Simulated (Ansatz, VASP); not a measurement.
**AlN in VASP and in Ansatz**

```
CELL_PARAMETERS angstrom
3.08874 0.00000 0.00000
-1.54437 2.67493 0.00000
0.00000 0.00000 4.94377
ATOMIC_POSITIONS crystal
Al 0.33184 0.68596 0.00152
Al 0.66816 0.31404 0.50152
N 0.33466 0.64945 0.38348
N 0.66534 0.35055 0.88348
```

Change from the starting cell: mode 4 frozen in at -0.034 Å and mode 5 at +0.052 Å (largest displacements).

Alike in both runs: task single point; functional LDA; k mesh 9 × 9 × 6; occupations gaussian, width 0.05 eV; no spin polarisation.

|  | VASP | Ansatz |
| --- | --- | --- |
| version | VASP 6.6.1 | Ansatz 0.2.0 |
| potentials or method | VASP PAW LDA potentials, release 64 (Al, N), cutoff 520 eV | scalar-relativistic, plane waves, PAW |
| valence electrons in the cell | 16 | 16 |

```csv
,VASP,Ansatz,Ansatz less VASP
gap on the k mesh at the Fermi level (eV),4.38,4.37,-0.005
least direct gap on the mesh (eV),4.38,4.37,-0.005
pressure (GPa),0.5,-0.1,-0.59
"traceless stress, the component that is largest in VASP (GPa)",-0.27,-0.30,-0.026
rms of the force components (eV/Å),0.159,0.159,+0.0002
```

LDA's correlation is that of Perdew and Zunger in VASP and of Perdew and Wang (1992) in Ansatz. Atom by atom the forces differ by 0.001 eV/Å (rms over components).
